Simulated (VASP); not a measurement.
# Os (Pm-3m) in VASP: single point with r2SCAN

Aim: the single point of Os with r2SCAN.

All numbers are computed with VASP 6.6.1; they aren't measurements. Logs are shortened: lines on timing, memory, paths and dates and some standing lists are left out, and cuts for length are marked.

## Step 1: The cell of the first run

It takes space group Pm-3m (No. 221, cubic). The conventional cell has a = 2.451 Å, b = 2.451 Å, c = 2.451 Å, α = 90.00°, β = 90.00°, γ = 90.00°. Within 3.2 Å of Os (site symmetry m-3m) lie 6 Os at 2.45 Å.

This isn't the form of Os at room conditions, which is hcp.

## Step 2: Single point, r2SCAN

Contents of POSCAR:

```
Os
1.0
   -0.8168488140      1.6336976280      1.6336976280
    1.6336976280     -0.8168488140      1.6336976280
    1.6336976280      1.6336976280     -0.8168488140
Os
1
Direct
    0.0000000000      0.0000000000      0.0000000000
```

Contents of INCAR.step1:

```
PREC = Accurate ; ENCUT = 520
ISMEAR = 0 ; SIGMA = 0.15
LREAL = F ; LASPH = T
NELM = 60 ; NBANDS = 10
GGA = PE ; ALGO = Normal
EDIFF = 1E-4 ; LWAVE = T
LCHARG = F
```

Contents of INCAR.step2:

```
PREC = Accurate ; ENCUT = 520
EDIFF = 1E-7 ; ISMEAR = 0
SIGMA = 0.15 ; LREAL = F
LASPH = T ; NELM = 60
ALGO = Normal ; ISIF = 2
LWAVE = F ; LCHARG = T
METAGGA = R2SCAN ; LMIXTAU = T
LELF = T ; LVHAR = T
NBANDS = 10 ; ISTART = 1
```

Contents of KPOINTS:

```
Automatic mesh
0
Gamma
  24 24 24
```

Potentials or basis: VASP PAW PBE potentials, release 64 (Os).

The run is started by

```sh
$ cat potpaw_PBE.64/Os/POTCAR > POTCAR
$ cp INCAR.step1 INCAR
$ mpirun -np 1 vasp_std > vasp.out
$ cp INCAR.step2 INCAR
$ mpirun -np 1 vasp_std > vasp.out
```

OUTCAR:

```text
PREC = Accurate
   ENCUT = 520
   EDIFF = 1E-7
   ISMEAR = 0
   LREAL = F
   LASPH = T
   NELM = 60
   ISIF = 2
   METAGGA = R2SCAN
   ISTART = 1

 ion  position               nearest neighbor table
   1  0.000  0.000  0.000-

  LATTYP: Found a simple cubic cell.
 ALAT       =     2.4505464420

  Lattice vectors:

 A1 = (  -0.8168488140,   1.6336976280,   1.6336976280)
 A2 = (   1.6336976280,  -0.8168488140,   1.6336976280)
 A3 = (   1.6336976280,   1.6336976280,  -0.8168488140)

Analysis of symmetry for initial positions (statically):
=====================================================================
 Subroutine PRICEL returns:
 Original cell was already a primitive cell.

 Routine SETGRP: Setting up the symmetry group for a
 simple cubic supercell.

 Subroutine GETGRP returns: Found 48 space group operations
 (whereof 48 operations were pure point group operations)
 out of a pool of 48 trial point group operations.

The static configuration has the point symmetry O_h .

Analysis of symmetry for dynamics (positions and initial velocities):
=====================================================================
 Subroutine PRICEL returns:
 Original cell was already a primitive cell.

 Routine SETGRP: Setting up the symmetry group for a
 simple cubic supercell.

 Subroutine GETGRP returns: Found 48 space group operations
 (whereof 48 operations were pure point group operations)
 out of a pool of 48 trial point group operations.

The dynamic configuration has the point symmetry O_h .

 Subroutine INISYM returns: Found 48 space group operations
 (whereof 48 operations are pure point group operations),
 and found     1 'primitive' translations

----------------------------------------------------------------------------------------

                                     Primitive cell

  volume of cell :      14.7160

  direct lattice vectors                    reciprocal lattice vectors
    -0.816848814  1.633697628  1.633697628    -0.136024083  0.272048167  0.272048167
     1.633697628 -0.816848814  1.633697628     0.272048167 -0.136024083  0.272048167
     1.633697628  1.633697628 -0.816848814     0.272048167  0.272048167 -0.136024083

  length of vectors
     2.450546442  2.450546442  2.450546442     0.408072250  0.408072250  0.408072250

  position of ions in fractional coordinates (direct lattice)
     0.000000000  0.000000000  0.000000000

  ion indices of the primitive-cell ions
   primitive index   ion index
                 1           1

----------------------------------------------------------------------------------------

 KPOINTS: Automatic mesh

Automatic generation of k-mesh.
 Grid dimensions read from file:
 generate k-points for:   24   24   24

 Generating k-lattice:

  Cartesian coordinates                     Fractional coordinates (reciprocal lattice)
    -0.005667670  0.011335340  0.011335340     0.041666667  0.000000000  0.000000000
     0.011335340 -0.005667670  0.011335340     0.000000000  0.041666667  0.000000000
     0.011335340  0.011335340 -0.005667670     0.000000000  0.000000000  0.041666667

  Length of vectors
     0.017003010  0.017003010  0.017003010

  Shift w.r.t. Gamma in fractional coordinates (k-lattice)
     0.000000000  0.000000000  0.000000000

 Subroutine IBZKPT returns following result:
 ===========================================

 Found    455 irreducible k-points:

 Following reciprocal coordinates:
            Coordinates               Weight
  0.000000  0.000000  0.000000      1.000000
  0.041667  0.000000  0.000000      6.000000
  0.083333  0.000000  0.000000      6.000000
  0.125000  0.000000  0.000000      6.000000
  0.166667  0.000000  0.000000      6.000000
  0.208333  0.000000  0.000000      6.000000
[... 16 lines left out ...]
  0.416667  0.041667 -0.000000     24.000000
  0.458333  0.041667 -0.000000     24.000000
 [... further k-points ...]
   k-points           NKPTS =    455   k-points in BZ     NKDIM =    455   number of bands    NBANDS=     10
   number of dos      NEDOS =    301   number of ions     NIONS =      1
   total plane-waves  NPLWV =   5832
   dimension x,y,z NGX =    18 NGY =   18 NGZ =   18
   dimension x,y,z NGXF=    36 NGYF=   36 NGZF=   36
   ions per type =               1
   NGX,Y,Z   is equivalent  to a cutoff of  12.21, 12.21, 12.21 a.u.
   NGXF,Y,Z  is equivalent  to a cutoff of  24.42, 24.42, 24.42 a.u.
 SYSTEM =  unknown system
   PREC   = accura    normal or accurate (medium, high low for compatibility)
   ISTART =      1    job   : 0-new  1-cont  2-samecut
   ICHARG =      0    charge: 1-file 2-atom 10-const
   ISPIN  =      1    spin polarized calculation?
   LNONCOLLINEAR =      F non collinear calculations
   LSORBIT =      F    spin-orbit coupling
   LASPH  =      T    aspherical Exc in radial PAW
   ENCUT  =  520.0 eV  38.22 Ry    6.18 a.u.   4.56  4.56  4.56*2*pi/ulx,y,z
   NELM   =     60;   NELMIN=  2; NELMDL=  0     # of ELM steps
   EDIFF  = 0.1E-06   stopping-criterion for ELM
   LREAL  =      F    real-space projection
   EDIFFG = 0.1E-05   stopping-criterion for IOM
   NSW    =      0    number of steps for IOM
   IBRION =     -1    ionic relax: 0-MD 1-quasi-New 2-CG
   NFREE  =      0    steps in history (QN), initial steepest desc. (CG)
   ISIF   =      2    stress and relaxation
   ISYM   =      2    0-nonsym 1-usesym 2-fastsym
   POTIM  = 0.5000    time-step for ionic-motion
   TEBEG  =    0.0;   TEEND  =   0.0 temperature during run
   PSTRESS=    0.0 pullay stress
   NELECT =       8.0000    total number of electrons
   NUPDOWN=      -1.0000    fix difference up-down
   EMIN   =  10.00;   EMAX   =-10.00  energy-range for DOS
   EFERMI =   0.00;   METHOD = LEGACY
   ISMEAR =     0;   SIGMA  =   0.15  broadening in eV -4-tet -1-fermi 0-gaus
   EFERMI_NEDOS =   21; number of points for ismear=-14 and -15
   IALGO  =     38    algorithm
   IMIX   =      4    mixing-type and parameters
     AMIX     =   0.40;   BMIX     =  1.00
     AMIX_MAG =   1.60;   BMIX_MAG =  1.00
  volume/ion in A,a.u.               =      14.72        99.31
  Fermi-wavevector in a.u.,A,eV,Ry     =   1.336109  2.524880 24.288947  1.785187
  Thomas-Fermi vector in A             =   2.464761
   LORBIT       =      0    0 simple, 1 ext, 2 COOP (PROOUT), +10 PAW based schemes
   METAGGA = R2SCAN    functional components
   LHFCALC =     F    Hartree Fock is set to
   AEXX    =    0.0000 exact exchange contribution
   IVDW    =     0    specifies the selected vdW correction
   LEPSILON=     F    determine dielectric tensor
   LRPA    =     F    only Hartree local field effects (RPA)
 non-spin polarized calculation
 Gauss-broadening in eV      SIGMA  =   0.15
  energy-cutoff  :      520.00
  volume of cell :       14.72
 maximum number of plane-waves:       432
   NGX =  9   NGY =  9   NGZ =  9

 number of electron       7.9999999 magnetization

 Free energy of the ion-electron system (eV)
  ---------------------------------------------------
  ext. energy  EPLUGINS =         0.00000000
  ---------------------------------------------------
  free energy    TOTEN  =       -51.23226713 eV

  energy without entropy =      -51.21874537  energy(sigma->0) =      -51.22550625

 E-fermi :   8.8207     XC(G=0): -14.7313

 val. band max:        8.8201933619   @ k =   0.2917   0.0000   0.0000
 cond. band min:       8.8281339145   @ k =   0.3333   0.1667   0.0417
 fundamental gap:      0.0079405526
 Fermi energy:         8.8206986813

 k-point     1 :       0.0000    0.0000    0.0000
  band No.  band energies     occupation
      1      -2.0966      2.00000
      2       1.3929      2.00000
      3       1.3929      2.00000
      4      11.6948      0.00000
      5      11.6948      0.00000
      6      11.6948      0.00000
      7      26.1299      0.00000
      8      26.1299      0.00000
      9      26.1299      0.00000
     10      33.5208      0.00000

 k-point     2 :       0.0417    0.0000    0.0000
  band No.  band energies     occupation
      1      -2.0283      2.00000
      2       1.4091      2.00000
      3       1.4671      2.00000
      4      11.5960      0.00000
      5      11.5960      0.00000
      6      11.7019      0.00000
      7      25.7206      0.00000
      8      26.2711      0.00000
      9      26.2711      0.00000
     10      33.8320      0.00000

 k-point     3 :       0.0833    0.0000    0.0000
  band No.  band energies     occupation
      1      -1.8312      2.00000
      2       1.4571      2.00000
      3       1.6920      2.00000
      4      11.3163      0.00000
      5      11.3163      0.00000
      6      11.7228      0.00000
      7      24.7188      0.00000
      8      26.6763      0.00000
      9      26.6763      0.00000
     10      34.2737      0.00000

 k-point     4 :       0.1250    0.0000    0.0000
  band No.  band energies     occupation
      1      -1.5275      2.00000
      2       1.5343      2.00000
      3       2.0728      2.00000
      4      10.8979      0.00000
      5      10.8979      0.00000
      6      11.7562      0.00000
      7      23.4681      0.00000
      8      27.2971      0.00000
      9      27.2971      0.00000
     10      32.6986      0.00000
[... 222 lines left out ...]
 k-point    22 :       0.3750    0.0417   -0.0000
  band No.  band energies     occupation
      1       0.9949      2.00000
      2       2.3426      2.00000
      3       6.2662      2.00000
      4       8.0434      2.00000
      5       8.1751      2.00000
      6      11.9763      0.00000
      7      17.8669      0.00000
      8      26.3313      0.00000
      9      31.5275      0.00000
     10      32.6131      0.00000

 k-point    23 :       0.4167    0.0417   -0.0000
  band No.  band energies     occupation
      1       1.2902      2.00000
      2       2.4352      2.00000
      3       6.5404      2.00000
      4       7.7823      2.00000
      5       8.1757      2.00000
      6      12.0124      0.00000
      7      17.6612      0.00000
      8      25.8393      0.00000
      9      31.6549      0.00000
     10      33.2523      0.00000

 k-point    24 :       0.4583    0.0417   -0.0000
  band No.  band energies     occupation
      1       1.4845      2.00000
      2       2.4946      2.00000
      3       6.6018      2.00000
      4       7.6225      2.00000
      5       8.2710      2.00000
      6      12.0353      0.00000
      7      17.6195      0.00000
      8      25.5392      0.00000
      9      31.2718      0.00000
     10      33.2292      0.00000

 [... further k-points ...]
[... 5 lines left out ...]
  --------------------------------------------------------------------------------------
  -------------------------------------------------------------------------------------
  Total        3.8066483      3.8066483      3.8066483     -0.0000000     -0.0000000     -0.0000000
  in kB      414.4427299    414.4427299    414.4427299     -0.0000000     -0.0000000     -0.0000000
  external PRESSURE =     414.4427299 kB  Pullay stress =       0.0000000 kB

 VOLUME and BASIS-vectors are now :
 -----------------------------------------------------------------------------
  energy-cutoff  :      520.00
  volume of cell :       14.72
      direct lattice vectors                 reciprocal lattice vectors
    -0.816848814  1.633697628  1.633697628    -0.136024083  0.272048167  0.272048167
     1.633697628 -0.816848814  1.633697628     0.272048167 -0.136024083  0.272048167
     1.633697628  1.633697628 -0.816848814     0.272048167  0.272048167 -0.136024083

 POSITION                                       TOTAL-FORCE (eV/Angst)
 -----------------------------------------------------------------------------------
      0.00000      0.00000      0.00000        -0.000000      0.000000     -0.000000
 -----------------------------------------------------------------------------------
    total drift:                                0.000000      0.000000      0.000000

  FREE ENERGIE OF THE ION-ELECTRON SYSTEM (eV)
  ---------------------------------------------------
  free  energy   TOTEN  =       -51.2322671258 eV

  energy  without entropy=      -51.2187453749  energy(sigma->0) =      -51.22550625
```

Wall time 3.7 min (1 thread of Intel Xeon 8259CL, shared host); peak memory 0.19 GiB.

Results:

```
Free energy            : -51.2323 eV
Pressure               : 41.4 GPa
Band gap on the k mesh : zero (bands 4 and 5 overlap by 7.58 eV)
```

Levels at points of the mesh, in eV from the Fermi level:
| k point | band 1 | band 2 | band 3 | band 4 | band 5 | band 6 | band 7 | band 8 | band 9 |
| --- | --- | --- | --- | --- | --- | --- | --- | --- | --- |
| (0.00, 0.00, 0.00) | -10.92 | -7.43 | -7.43 | 2.87 | 2.87 | 2.87 | 17.31 | 17.31 | 17.31 |
| (0.50, 0.00, 0.00) | -7.35 | -6.37 | -1.43 | -1.26 | -1.26 | 3.31 | 8.81 | 16.51 | 22.28 |
| (0.50, 0.50, 0.00) | -8.34 | -5.47 | -0.46 | -0.46 | 5.08 | 5.08 | 5.81 | 15.77 | 16.74 |
| (0.50, 0.50, 0.50) | -6.61 | -6.61 | -6.61 | 6.11 | 6.11 | 8.75 | 13.25 | 13.25 | 13.25 |

Caveat: the cell stands under pressure; the PAW data sets were made with another functional, which shifts forces and pressure a little; spin-orbit coupling is left out, which moves the levels of the heavy elements.
